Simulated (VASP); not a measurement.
Input of a VASP 6.6.1 run:

File POSCAR:

```
CdSe
1.0
    0.0000000000      3.0702711986      3.0702711986
    3.0702711986      0.0000000000      3.0702711986
    3.0702711986      3.0702711986      0.0000000000
Cd Se
1 1
Direct
    0.0000000000      0.0000000000      0.0000000000
    0.2500000000      0.2500000000      0.2500000000
```

INCAR.step1

```
SYSTEM = CdSe
  PREC = Accurate
  ENCUT = 520
  EDIFF = 1E-5
  ISMEAR = -1
  SIGMA = 0.05
  LREAL = .False.
  LASPH = .True.
  NELM = 80
  ALGO = Normal
  ISIF = 2
  LWAVE = .True.
  LCHARG = .False.
  NBANDS = 16
  GGA = PE
```

The input INCAR.step2:

```
SYSTEM = CdSe
  PREC = Accurate
  ENCUT = 520
  EDIFF = 1E-6
  ISMEAR = -1
  SIGMA = 0.05
  LREAL = .False.
  LASPH = .True.
  NELM = 80
  ALGO = Normal
  ISIF = 2
  LWAVE = .False.
  LCHARG = .False.
  GGA = PE
  LHFCALC = .True.
  AEXX = 0.5
  PRECFOCK = Normal
  NBANDS = 16
  ISTART = 1
```

KPOINTS

```
regular mesh
0
Gamma
  4 4 4
  0 0 0
```

Potentials or basis: VASP PAW PBE potentials, release 64 (Cd, Se).

The run is started by

```sh
$ cat potpaw_PBE.64/Cd/POTCAR potpaw_PBE.64/Se/POTCAR > POTCAR
$ cp INCAR.step1 INCAR
$ mpirun -np 1 vasp_std > vasp.out
$ cp INCAR.step2 INCAR
$ mpirun -np 1 vasp_std > vasp.out
```

What does it give for the band gap on the k mesh?

3.96 eV.

Estimate the pressure.

-1.1 GPa.

Caveat: the k points lie up to 0.44 Å⁻¹ apart; the PAW data sets were made with another functional, which shifts forces and pressure a little.
